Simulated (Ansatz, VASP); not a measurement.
## MgSn2N2 in VASP and in Ansatz

```xyz
5
Lattice="4.1963 0.0000 0.0000 -2.0982 3.6341 0.0000 0.0000 0.0000 6.6207" Properties=species:S:1:pos:R:3 pbc="T T T"
Mg    0.0000    0.0000    0.0000
Sn    2.0982    1.2114    4.8952
Sn    0.0000    2.4227    1.7255
N     2.0982    1.2114    2.3601
N     0.0000    2.4227    4.2606
```

Change from the starting cell: species swapped into the TbAl2Ge2 type (P-3m1, No. 164).

Alike in both runs: task relaxation of cell and atoms; functional PBE; k mesh 6 × 6 × 4; occupations gaussian, width 0.1 eV; no spin polarisation.

|  | VASP | Ansatz |
| --- | --- | --- |
| version | VASP 6.6.1 | Ansatz 0.2.0 |
| potentials or method | VASP PAW PBE potentials, release 64 (Mg, Sn_d, N), cutoff 600 eV | scalar-relativistic, plane waves, PAW |
| valence electrons in the cell | 40 | 48 |

|  | VASP | Ansatz | Ansatz less VASP |
| --- | --- | --- | --- |
| gap on the k mesh at the Fermi level, each at its own relaxed structure (eV) | none | none | - |
| relaxed volume (Å³/atom) | 18.11 | 18.13 | +0.017 |
| relaxed length of the cell vector where the two differ most in proportion (Å) | 8.099 | 8.103 | +0.0039 |

A gap of «none» marks a metal or a gap that the smearing closes. VASP's potentials hold 40 valence electrons a cell and Ansatz's 48, so a difference there can come from the potentials and not from the codes.
